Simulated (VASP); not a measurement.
Here is a VASP 6.6.1 calculation.

The input INCAR:

```
SYSTEM = FeO
ALGO = Normal ; EDIFF = 1E-6
ENCUT = 700 ; GGA = PE
GGA_COMPAT = .FALSE. ; ISIF = 2
ISMEAR = -1 ; ISPIN = 2
IVDW = 13 ; LASPH = .TRUE.
LCHARG = .TRUE. ; LELF = .TRUE.
LMAXMIX = 4 ; LORBIT = 11
LREAL = .FALSE. ; LVHAR = .TRUE.
LWAVE = .FALSE. ; MAGMOM = 3 0
NBANDS = 22 ; NELM = 200
PREC = Accurate ; SIGMA = 0.05
```

KPOINTS

```
k-points
0
G
  11 11 11
  0 0 0
```

File POSCAR:

```
FeO
1.0
    0.0000000000      2.1113998987      2.1113998987
    2.1113998987      0.0000000000      2.1113998987
    2.1113998987      2.1113998987      0.0000000000
Fe O
1 1
Direct
    0.0000000000      0.0000000000      0.0000000000
    0.5000000000      0.5000000000      0.5000000000
```

Potentials or basis: VASP PAW PBE potentials, release 64 (Fe_sv, O).

The run is started by

```sh
$ cat potpaw_PBE.64/Fe_sv/POTCAR potpaw_PBE.64/O/POTCAR > POTCAR
$ mpirun -np 1 vasp_std > vasp.out
```

Problem. Estimate the dispersion energy per atom.

Solution. -0.252 eV.

Problem. Predict the site moments.

Solution. Fe +3.47; O +0.31 μB.

Problem. Estimate the pressure.

Solution. 8.2 GPa.

Caveat: the cell stands under pressure; a cell with one magnetic atom can't hold antiferromagnetic order, which such compounds often take.
